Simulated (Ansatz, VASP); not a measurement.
## Zn: VASP beside Ansatz

```
CELL_PARAMETERS angstrom
2.78508 0.00000 0.00000
-1.39254 2.41195 0.00000
0.00000 0.00000 4.51182
ATOMIC_POSITIONS crystal
Zn 0.33333 0.66667 0.25000
Zn 0.66667 0.33333 0.75000
```

Alike in both runs: task single point; functional PBE; k mesh 11 × 11 × 6; occupations fermi-dirac, width 0.0816 eV; no spin polarisation.

```csv
,VASP,Ansatz
version,VASP 6.6.1,Ansatz 0.2.0
potentials or method,"VASP PAW PBE potentials, release 64 (Zn)","PAW with Ansatz's default frozen-core files, scalar-relativistic"
plane-wave cutoff (eV),500,420
valence electrons in the cell,24,24
```

```csv
,VASP,Ansatz,Ansatz less VASP
pressure (GPa),-0.9,-1.3,-0.33
"traceless stress, the component that is largest in VASP (GPa)",1.08,1.09,+0.008
```
